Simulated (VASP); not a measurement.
A run of VASP 6.6.1 is set up as follows.

Contents of INCAR:

```
ALGO = Normal
EDIFF = 1E-6
ENCUT = 520
GGA = PE
ISIF = 2
ISMEAR = 0
LASPH = T
LCHARG = F
LREAL = F
LWAVE = F
NBANDS = 26
NELM = 100
PREC = Accurate
SIGMA = 0.05
```

File KPOINTS:

```
k-points
0
Gamma
  12 12 6
```

POSCAR

```
ZnS
1.0
    3.7252417549      0.0000000000      0.0000000000
   -1.8626208774      3.2261539950      0.0000000000
    0.0000000000      0.0000000000      6.7189772730
Zn S
2 2
Direct
    0.3333333333      0.6666666667      0.0052197899
    0.6666666667      0.3333333333      0.5052197899
    0.3333333333      0.6666666667      0.3797802101
    0.6666666667      0.3333333333      0.8797802101
```

Potentials or basis: VASP PAW PBE potentials, release 64 (Zn, S).

The run is started by

```bash
$ cat potpaw_PBE.64/Zn/POTCAR potpaw_PBE.64/S/POTCAR > POTCAR
$ mpirun -np 1 vasp_std > vasp.out
```

Question: Estimate the pressure.

Answer: 1.1 GPa.

Question: Predict the band gap on the k mesh.

Answer: 1.76 eV, direct.

Question: Predict the largest force.

Answer: 0.342 eV/Å.

Stress tensor (GPa, compression positive):
```
 4.73  0.00  0.00
 0.00  4.73  0.00
 0.00  0.00 -6.19
```

 A k mesh can miss the band edges.
